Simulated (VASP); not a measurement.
# Co (Im-3m) in VASP: notebook

The runs below take Co through relaxation of cell and atoms, single point, with revPBE.

All numbers are computed with VASP 6.6.1; they aren't measurements. Logs are shortened: lines on timing, memory, paths and dates and some standing lists are left out, and cuts for length are marked.

## Step 1: The cell of the first run

Symmetry: Im-3m, No. 229, cubic system. Conventional cell: a = 2.808 Å, b = 2.808 Å, c = 2.808 Å, α = 90.00°, β = 90.00°, γ = 90.00°. Co (site symmetry m-3m) has 14 Co at 2.43 to 2.81 Å within 3.2 Å.

## Step 2: Relaxation of cell and atoms, revPBE

The input, INCAR:

```
SYSTEM = Co
PREC = Accurate ; ENCUT = 600
EDIFF = 1E-6 ; ISMEAR = -1
SIGMA = 0.1 ; LREAL = .False.
LASPH = .True. ; NELM = 60
ALGO = Normal ; ISIF = 3
LWAVE = .False. ; LCHARG = .False.
GGA = RE ; IBRION = 2
NSW = 80 ; EDIFFG = -0.01
```

The input, KPOINTS:

```
Automatic mesh
0
Gamma
  16 16 16
  0 0 0
```

The input, POSCAR:

```
Co
1.0
   -1.4041371717      1.4041371717      1.4041371717
    1.4041371717     -1.4041371717      1.4041371717
    1.4041371717      1.4041371717     -1.4041371717
Co
1
Direct
    0.0000000000      0.0000000000      0.0000000000
```

Potentials or basis: VASP PAW PBE potentials, release 64 (Co).

Run with:

```sh
> cat potpaw_PBE.64/Co/POTCAR > POTCAR
> mpirun -np 1 vasp_std > vasp.out
```

OUTCAR:

```text
SYSTEM = Co
   PREC = Accurate
   ENCUT = 600
   EDIFF = 1E-6
   ISMEAR = -1
   LREAL = .False.
   LASPH = .True.
   NELM = 60
   ISIF = 3
   GGA = RE
   IBRION = 2
   NSW = 80
   EDIFFG = -0.01

 ion  position               nearest neighbor table
   1  0.000  0.000  0.000-

  LATTYP: Found a body centered cubic cell.
 ALAT       =     2.8082743434

  Lattice vectors:

 A1 = (  -1.4041371717,   1.4041371717,   1.4041371717)
 A2 = (   1.4041371717,  -1.4041371717,   1.4041371717)
 A3 = (   1.4041371717,   1.4041371717,  -1.4041371717)

Analysis of symmetry for initial positions (statically):
=====================================================================
 Subroutine PRICEL returns:
 Original cell was already a primitive cell.

 Routine SETGRP: Setting up the symmetry group for a
 body centered cubic supercell.

 Subroutine GETGRP returns: Found 48 space group operations
 (whereof 48 operations were pure point group operations)
 out of a pool of 48 trial point group operations.

The static configuration has the point symmetry O_h .

Analysis of symmetry for dynamics (positions and initial velocities):
=====================================================================
 Subroutine PRICEL returns:
 Original cell was already a primitive cell.

 Routine SETGRP: Setting up the symmetry group for a
 body centered cubic supercell.

 Subroutine GETGRP returns: Found 48 space group operations
 (whereof 48 operations were pure point group operations)
 out of a pool of 48 trial point group operations.

The dynamic configuration has the point symmetry O_h .

 Subroutine INISYM returns: Found 48 space group operations
 (whereof 48 operations are pure point group operations),
 and found     1 'primitive' translations

----------------------------------------------------------------------------------------

                                     Primitive cell

  volume of cell :      11.0736

  direct lattice vectors                    reciprocal lattice vectors
    -1.404137172  1.404137172  1.404137172     0.000000000  0.356090566  0.356090566
     1.404137172 -1.404137172  1.404137172     0.356090566  0.000000000  0.356090566
     1.404137172  1.404137172 -1.404137172     0.356090566  0.356090566  0.000000000

  length of vectors
     2.432036922  2.432036922  2.432036922     0.503588108  0.503588108  0.503588108

  position of ions in fractional coordinates (direct lattice)
     0.000000000  0.000000000  0.000000000

  ion indices of the primitive-cell ions
   primitive index   ion index
                 1           1

----------------------------------------------------------------------------------------

 KPOINTS: Automatic mesh

Automatic generation of k-mesh.
 Grid dimensions read from file:
 generate k-points for:   16   16   16

 Generating k-lattice:

  Cartesian coordinates                     Fractional coordinates (reciprocal lattice)
     0.000000000  0.022255660  0.022255660     0.062500000  0.000000000  0.000000000
     0.022255660  0.000000000  0.022255660     0.000000000  0.062500000  0.000000000
     0.022255660  0.022255660  0.000000000     0.000000000  0.000000000  0.062500000

  Length of vectors
     0.031474257  0.031474257  0.031474257

  Shift w.r.t. Gamma in fractional coordinates (k-lattice)
     0.000000000  0.000000000  0.000000000

 Subroutine IBZKPT returns following result:
 ===========================================

 Found    145 irreducible k-points:

 Following reciprocal coordinates:
            Coordinates               Weight
  0.000000  0.000000  0.000000      1.000000
  0.062500  0.000000  0.000000     12.000000
  0.125000  0.000000  0.000000     12.000000
  0.187500  0.000000  0.000000     12.000000
  0.250000  0.000000  0.000000     12.000000
  0.312500  0.000000  0.000000     12.000000
[... 16 lines left out ...]
  0.187500  0.187500  0.000000     24.000000
  0.250000  0.187500  0.000000     48.000000
 [... further k-points ...]
   k-points           NKPTS =    145   k-points in BZ     NKDIM =    145   number of bands    NBANDS=      8
   number of dos      NEDOS =    301   number of ions     NIONS =      1
   total plane-waves  NPLWV =   8000
   dimension x,y,z NGX =    20 NGY =   20 NGZ =   20
   dimension x,y,z NGXF=    40 NGYF=   40 NGZF=   40
   ions per type =               1
   NGX,Y,Z   is equivalent  to a cutoff of  13.67, 13.67, 13.67 a.u.
   NGXF,Y,Z  is equivalent  to a cutoff of  27.34, 27.34, 27.34 a.u.
 SYSTEM =  Co
   PREC   = accura    normal or accurate (medium, high low for compatibility)
   ISTART =      0    job   : 0-new  1-cont  2-samecut
   ICHARG =      2    charge: 1-file 2-atom 10-const
   ISPIN  =      1    spin polarized calculation?
   LNONCOLLINEAR =      F non collinear calculations
   LSORBIT =      F    spin-orbit coupling
   LASPH  =      T    aspherical Exc in radial PAW
   ENCUT  =  600.0 eV  44.10 Ry    6.64 a.u.   4.86  4.86  4.86*2*pi/ulx,y,z
   NELM   =     60;   NELMIN=  2; NELMDL= -5     # of ELM steps
   EDIFF  = 0.1E-05   stopping-criterion for ELM
   LREAL  =      F    real-space projection
   EDIFFG = -.1E-01   stopping-criterion for IOM
   NSW    =     80    number of steps for IOM
   IBRION =      2    ionic relax: 0-MD 1-quasi-New 2-CG
   NFREE  =      1    steps in history (QN), initial steepest desc. (CG)
   ISIF   =      3    stress and relaxation
   ISYM   =      2    0-nonsym 1-usesym 2-fastsym
   POTIM  = 0.5000    time-step for ionic-motion
   TEBEG  =    0.0;   TEEND  =   0.0 temperature during run
   PSTRESS=    0.0 pullay stress
   NELECT =       9.0000    total number of electrons
   NUPDOWN=      -1.0000    fix difference up-down
   EMIN   =  10.00;   EMAX   =-10.00  energy-range for DOS
   EFERMI =   0.00;   METHOD = LEGACY
   ISMEAR =    -1;   SIGMA  =   0.10  broadening in eV -4-tet -1-fermi 0-gaus
   EFERMI_NEDOS =   21; number of points for ismear=-14 and -15
   IALGO  =     38    algorithm
   IMIX   =      4    mixing-type and parameters
     AMIX     =   0.40;   BMIX     =  1.00
     AMIX_MAG =   1.60;   BMIX_MAG =  1.00
  volume/ion in A,a.u.               =      11.07        74.73
  Fermi-wavevector in a.u.,A,eV,Ry     =   1.527775  2.887077 31.757320  2.334097
  Thomas-Fermi vector in A             =   2.635625
   LORBIT       =      0    0 simple, 1 ext, 2 COOP (PROOUT), +10 PAW based schemes
   GGA     = RE    functional components
   LHFCALC =     F    Hartree Fock is set to
   AEXX    =    0.0000 exact exchange contribution
   IVDW    =     0    specifies the selected vdW correction
   LEPSILON=     F    determine dielectric tensor
   LRPA    =     F    only Hartree local field effects (RPA)
 conjugate gradient relaxation of ions
 non-spin polarized calculation
  energy-cutoff  :      600.00
  volume of cell :       11.07
 maximum number of plane-waves:       380
   NGX =  9   NGY =  9   NGZ =  9

--------------------------------------- Ionic step        1  -------------------------------------------

 number of electron       9.0000002 magnetization

 Free energy of the ion-electron system (eV)
  ---------------------------------------------------
  ext. energy  EPLUGINS =         0.00000000
  ---------------------------------------------------
  free energy    TOTEN  =        -6.22063590 eV

  energy without entropy =       -6.10174582  energy(sigma->0) =       -6.16119086

 E-fermi :   9.8716     XC(G=0): -13.2131

 val. band max:        9.8646911426   @ k =  -0.4375   0.4375   0.3750
 cond. band min:       9.8747414330   @ k =   0.3125   0.1250   0.0000
 fundamental gap:      0.0100502904
 Fermi energy:         9.8715989312

 k-point     1 :       0.0000    0.0000    0.0000
  band No.  band energies     occupation
      1       1.2781      2.00000
      2       8.1729      2.00000
      3       8.1729      2.00000
      4       8.1729      2.00000
      5       9.6104      1.86320
      6       9.6104      1.86320
      7      35.4509      0.00000
      8      35.4509      0.00000

 k-point     2 :       0.0625    0.0000    0.0000
  band No.  band energies     occupation
      1       1.4403      2.00000
      2       8.1304      2.00000
      3       8.1685      2.00000
      4       8.2545      2.00000
      5       9.5671      1.90917
      6       9.6138      1.85890
      7      34.3502      0.00000
      8      35.2072      0.00000

 k-point     3 :       0.1250    0.0000    0.0000
  band No.  band energies     occupation
      1       1.9165      2.00000
      2       8.0106      2.00000
      3       8.1421      2.00000
      4       8.4919      2.00000
      5       9.4685      1.96509
      6       9.6248      1.84374
      7      31.8739      0.00000
      8      34.3241      0.00000
[... 279 lines left out ...]
 VOLUME and BASIS-vectors are now :
 -----------------------------------------------------------------------------
  energy-cutoff  :      600.00
  volume of cell :       10.39
      direct lattice vectors                 reciprocal lattice vectors
    -1.374614543  1.374614543  1.374614543     0.000000000  0.363738331  0.363738331
     1.374614543 -1.374614543  1.374614543     0.363738331  0.000000000  0.363738331
     1.374614543  1.374614543 -1.374614543     0.363738331  0.363738331  0.000000000

 POSITION                                       TOTAL-FORCE (eV/Angst)
 -----------------------------------------------------------------------------------
      0.00000      0.00000      2.74923         0.000000     -0.000000     -0.000000
 -----------------------------------------------------------------------------------
    total drift:                               -0.000000     -0.000000      0.000000

  FREE ENERGIE OF THE ION-ELECTRON SYSTEM (eV)
  ---------------------------------------------------
  free  energy   TOTEN  =        -6.2194889929 eV

  energy  without entropy=       -6.1087762313  energy(sigma->0) =       -6.16413261

--------------------------------------- Ionic step        3  -------------------------------------------

 number of electron       9.0000005 magnetization

 Free energy of the ion-electron system (eV)
  ---------------------------------------------------
  ext. energy  EPLUGINS =         0.00000000
  ---------------------------------------------------
  free energy    TOTEN  =        -6.22754660 eV

  energy without entropy =       -6.11268995  energy(sigma->0) =       -6.17011827

 E-fermi :  10.3263     XC(G=0): -13.3968

 val. band max:       10.3196786378   @ k =  -0.4375   0.4375   0.3750
 cond. band min:      10.3324381893   @ k =  -0.4375  -0.4375   0.2500
 fundamental gap:      0.0127595515
 Fermi energy:        10.3262520634

 k-point     1 :       0.0000    0.0000    0.0000
  band No.  band energies     occupation
      1       1.5339      2.00000
      2       8.5510      2.00000
      3       8.5510      2.00000
      4       8.5510      2.00000
      5      10.0527      1.87816
      6      10.0527      1.87816
      7      36.2129      0.00000
      8      36.2129      0.00000

 k-point     2 :       0.0625    0.0000    0.0000
  band No.  band energies     occupation
      1       1.6999      2.00000
      2       8.5063      2.00000
      3       8.5462      2.00000
      4       8.6363      2.00000
      5      10.0069      1.92115
      6      10.0562      1.87410
      7      35.1342      0.00000
      8      35.9774      0.00000

 k-point     3 :       0.1250    0.0000    0.0000
  band No.  band energies     occupation
      1       2.1872      2.00000
      2       8.3805      2.00000
      3       8.5180      2.00000
      4       8.8845      2.00000
      5       9.9033      1.97131
      6      10.0678      1.85967
      7      32.6857      0.00000
      8      35.1170      0.00000
[... 244 lines left out ...]
 VOLUME and BASIS-vectors are now :
 -----------------------------------------------------------------------------
  energy-cutoff  :      600.00
  volume of cell :       10.74
      direct lattice vectors                 reciprocal lattice vectors
    -1.389703365  1.389703365  1.389703365     0.000000000  0.359789011  0.359789011
     1.389703365 -1.389703365  1.389703365     0.359789011  0.000000000  0.359789011
     1.389703365  1.389703365 -1.389703365     0.359789011  0.359789011  0.000000000

 POSITION                                       TOTAL-FORCE (eV/Angst)
 -----------------------------------------------------------------------------------
      0.00000      0.00000     -0.00000        -0.000000     -0.000000     -0.000000
 -----------------------------------------------------------------------------------
    total drift:                               -0.000000     -0.000000      0.000000

  FREE ENERGIE OF THE ION-ELECTRON SYSTEM (eV)
  ---------------------------------------------------
  free  energy   TOTEN  =        -6.2275465962 eV

  energy  without entropy=       -6.1126899535  energy(sigma->0) =       -6.17011827

 reached required accuracy - stopping structural energy minimisation
```

Run time: 55 s. Hardware: 1 thread of AMD EPYC 7R43 (Zen 3), shared host; peak memory 0.11 GiB.

What came out:

```
Free energy                            : -6.2275 eV
Relaxed volume                         : 10.74 Å³/atom
Relaxed cell                           : a = 2.407 Å, b = 2.407 Å, c = 2.407 Å, α = 109.47°, β = 109.47°, γ = 109.47°
Space group after relaxing (to 0.05 Å) : Im-3m (No. 229)
Energy gained by relaxing              : 6.9 meV/atom
Ionic steps                            : 3
Pressure after relaxing                : 0.0 GPa
```

The path:
| step | energy change (eV) | largest force (eV/Å) | pressure (GPa) | volume (Å³) |
| --- | --- | --- | --- | --- |
| 1 | 0.0000 | 0.0000 | -6.31 | 11.07 |
| 2 | 0.0011 | 0.0000 | 7.76 | 10.39 |
| 3 | -0.0069 | 0.0000 | -0.01 | 10.74 |

Final structure:
```cif
data_structure
_symmetry_space_group_name_H-M 'P 1'
_symmetry_Int_Tables_number 1
_cell_length_a 2.4070
_cell_length_b 2.4070
_cell_length_c 2.4070
_cell_angle_alpha 109.471
_cell_angle_beta 109.471
_cell_angle_gamma 109.471
_cell_volume 10.74
loop_
_atom_site_label
_atom_site_type_symbol
_atom_site_fract_x
_atom_site_fract_y
_atom_site_fract_z
_atom_site_occupancy
Co1 Co 0.00000 0.00000 0.00000 1
```

Caveat: the PAW data sets were made with another functional, which shifts forces and pressure a little; the run has no spin polarisation, though such a crystal can be magnetic. Spin polarisation is off, so any magnetic state and its effect on volume and gap are missing.

## Step 3: Single point, revPBE

This run uses another cell than the first one, of 10.77 Å³/atom, 0.972 times its volume.

The input, INCAR:

```
PREC     = Accurate       # precision mode
ENCUT    = 520            # plane-wave cutoff, eV
EDIFF    = 1E-7           # SCF threshold, eV
ISMEAR   = -1             # smearing method
SIGMA    = 0.1            # smearing width, eV
LREAL    = F              # projectors in reciprocal space
LASPH    = T              # aspherical terms in the spheres
NELM     = 100            # most SCF steps
ALGO     = Normal         # electronic algorithm
ISIF     = 2              # what is computed and relaxed
LWAVE    = F              # write WAVECAR
LCHARG   = F              # write CHGCAR
GGA      = RE             # functional
NBANDS   = 10             # bands
```

The input, KPOINTS:

```
regular mesh
0
Gamma
  26 26 26
```

The input, POSCAR:

```
Co
1.0
   -1.3911307482      1.3911307482      1.3911307482
    1.3911307482     -1.3911307482      1.3911307482
    1.3911307482      1.3911307482     -1.3911307482
Co
1
Direct
    0.0000000000      0.0000000000      0.0000000000
```

Potentials or basis: VASP PAW PBE potentials, release 64 (Co).

Run with:

```sh
> cat potpaw_PBE.64/Co/POTCAR > POTCAR
> mpirun -np 1 vasp_std > vasp.out
```

It took 92 s on 1 thread of AMD EPYC 7R43 (Zen 3), shared host; peak memory 0.13 GiB.

It converged, with:

```
Free energy : -6.2277 eV
Pressure    : -0.6 GPa
```

Levels at points of the mesh, in eV from the Fermi level:
```tsv
k point	band 2	band 3	band 4	band 5	band 6	band 7	band 8	band 9
(0.00, 0.00, 0.00)	-1.77	-1.77	-1.77	-0.27	-0.27	25.85	25.85	25.85
(0.50, 0.00, 0.00)	-2.86	-0.31	-0.08	0.42	0.86	7.57	19.00	20.81
(0.50, 0.50, 0.50)	-4.16	0.60	0.60	0.60	10.18	10.18	10.18	16.21
```

Caveat: the PAW data sets were made with another functional, which shifts forces and pressure a little; the run has no spin polarisation, though such a crystal can be magnetic.

## Step 4: Single point, revPBE, collinear spin, ferromagnetic start

This run uses another cell than the first one, of 11.36 Å³/atom, 1.025 times its volume.

The input, INCAR:

```
SYSTEM = Co
  PREC = Accurate
  ENCUT = 520
  EDIFF = 1E-6
  ISMEAR = -1
  SIGMA = 0.05
  LREAL = .False.
  LASPH = .True.
  NELM = 150
  ALGO = Normal
  ISIF = 2
  LWAVE = .False.
  LCHARG = .False.
  ISPIN = 2
  MAGMOM = 1.879
  LORBIT = 11
  LMAXMIX = 4
  GGA = RE
  NBANDS = 14
```

The input, KPOINTS:

```
Automatic mesh
0
Gamma
  25 25 25
  0 0 0
```

The input, POSCAR:

```
Co
1.0
   -1.4159419443      1.4159419443      1.4159419443
    1.4159419443     -1.4159419443      1.4159419443
    1.4159419443      1.4159419443     -1.4159419443
Co
1
Direct
    0.0000000000      0.0000000000      0.0000000000
```

Run with:

```sh
> cat potpaw_PBE.64/Co/POTCAR > POTCAR
> mpirun -np 1 vasp_std > vasp.out
```

Run time: 3.5 min. Hardware: 1 thread of AMD EPYC 7R13, shared host; peak memory 0.19 GiB.

The run converged. Its results:

| Property | Result |
| --- | --- |
| Free energy | -6.5530 eV |
| Pressure | -0.7 GPa |
| Net moment | 1.77 μB per cell |
| Site moments | Co +1.80 μB |
| Valence electrons inside the program's atomic spheres | Co 8.18 |

Levels at points of the mesh, in eV from the Fermi level:
Spin up:
| k point | band 3 | band 4 | band 5 | band 6 | band 7 | band 8 |
| --- | --- | --- | --- | --- | --- | --- |
| (0.00, 0.00, 0.00) | -3.04 | -3.04 | -2.05 | -2.05 | 24.91 | 24.91 |
Spin down:
```
           k point  band 2  band 3  band 4  band 5  band 6  band 7
(0.00, 0.00, 0.00)   -1.45   -1.45   -1.45    0.35    0.35   24.59
```

Caveat: the PAW data sets were made with another functional, which shifts forces and pressure a little.

(Continued in part 2 of 2.)
